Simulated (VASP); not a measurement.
SiO2, 3 atoms in the cell. The structure is cubic, space group Fm-3m (No. 225). Conventional cell: a = 4.391 Å, b = 4.391 Å, c = 4.391 Å, α = 90.00°, β = 90.00°, γ = 90.00°. Si (site symmetry m-3m) has 8 O at 1.90 Å within 2.5 Å. Within 2.5 Å of O (site symmetry -43m) lie 4 Si at 1.90 Å and 6 O at 2.20 Å. 

- Program: VASP 6.6.1
- Task: single point
- Functional: r2SCAN
- Potentials or basis: VASP PAW PBE potentials, release 64 (Si, O)
- Cutoff: 660 eV
- k mesh: 4 × 4 × 4
- Occupations: gaussian, width 0.01 eV
- Spin: no spin polarisation
- Dipole correction: no
- Further INCAR settings: ALGO = Normal; EDIFF = 1e-06; NBANDS = 15

Potentials or basis: VASP PAW PBE potentials, release 64 (Si, O).

Run with:

```bash
$ cat potpaw_PBE.64/Si/POTCAR potpaw_PBE.64/O/POTCAR > POTCAR
$ cp INCAR.step1 INCAR
$ mpirun -np 1 vasp_std > vasp.out
$ cp INCAR.step2 INCAR
$ mpirun -np 1 vasp_std > vasp.out
```

Hardware: 1 thread of Intel(R) Xeon(R) Platinum 8488C (Sapphire Rapids), with other jobs on the host.

How long does it take, and how much memory?

Wall time 17 s on 1 thread of Intel(R) Xeon(R) Platinum 8488C (Sapphire Rapids) (shared host), peak memory 0.15 GiB. Counts: k points 8.
